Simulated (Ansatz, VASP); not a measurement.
**Two plane-wave programs on BaTiO3**

```
Ba Ti O
1.0
     4.05872    0.00000    0.00000
     0.00000    4.05872    0.00000
     0.00000    0.00000    4.05872
Ba Ti O
1 1 3
Cartesian
  2.0294 2.0294 2.0294
  0.0000 0.0000 0.0000
  2.0294 0.0000 0.0000
  0.0000 2.0294 0.0000
  0.0000 0.0000 2.0294
```

Change from the starting cell: volume scaled by 1.04, ions relaxed.

Alike in both runs: functional PBE; k mesh 8 × 8 × 8; occupations fermi-dirac, width 0.02 eV; no spin polarisation.

Ansatz relaxed the structure, and its values are those at the end. VASP's run is a single point on that final structure, the one shown.

|  | VASP | Ansatz |
| --- | --- | --- |
| version | VASP 6.6.1 | Ansatz 0.2.0 |
| potentials or method | VASP PAW PBE potentials, release 64 (Ba_sv, Ti_sv, O_h) | plane-wave PAW, scalar-relativistic |
| plane-wave cutoff (eV) | 1340 | 420 |
| valence electrons in the cell | 40 | 40 |

```csv
,VASP,Ansatz,Ansatz less VASP
gap on the k mesh at the Fermi level (eV),1.67,1.72,+0.055
pressure (GPa),-3.1,-4.5,-1.36
```

Ansatz's warnings: stress scf threshold loose.

Neither program's run includes spin-orbit coupling.
